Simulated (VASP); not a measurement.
Here is a VASP 6.6.1 calculation.

File INCAR:

```
PREC     = Accurate       # precision mode
ENCUT    = 520            # plane-wave cutoff, eV
EDIFF    = 1E-6           # SCF threshold, eV
ISMEAR   = 0              # smearing method
SIGMA    = 0.15           # smearing width, eV
LREAL    = F              # projectors in reciprocal space
LASPH    = T              # aspherical terms in the spheres
NELM     = 100            # most SCF steps
ALGO     = Normal         # electronic algorithm
ISIF     = 2              # what is computed and relaxed
LWAVE    = F              # write WAVECAR
LCHARG   = F              # write CHGCAR
GGA      = PS             # functional
NBANDS   = 14             # bands
```

Contents of KPOINTS:

```
regular mesh
0
Gamma
  18 18 18
```

POSCAR

```
ZrB
1.0
    0.0000000000      2.3976562500      2.3976562500
    2.3250000000      0.0726562500      2.3250000000
    2.3250000000      2.3250000000      0.0726562500
Zr B
1 1
Direct
    0.0000000000      0.0000000000      0.0000000000
    0.5000000000      0.5000000000      0.5000000000
```

Potentials or basis: VASP PAW PBE potentials, release 64 (Zr_sv, B).

Run with:

```sh
$ cat potpaw_PBE.64/Zr_sv/POTCAR potpaw_PBE.64/B/POTCAR > POTCAR
$ mpirun -np 1 vasp_std > vasp.out
```

**Question.** Estimate the pressure.

**Answer.** 29.9 GPa.

**Question.** Estimate the band gap on the k mesh.

**Answer.** Zero (an odd number of electrons rules out a gap without spin polarisation).

Stress tensor (GPa, compression positive):
```
29.81  0.00  0.00
 0.00 29.94 -3.58
 0.00 -3.58 29.94
```

Caveat: the cell differs from its parent crystal (strain +0.0625 x Voigt [0, 0, 0, 1, 0, 0]); the cell stands under pressure; the PAW data sets were made with another functional, which shifts forces and pressure a little.
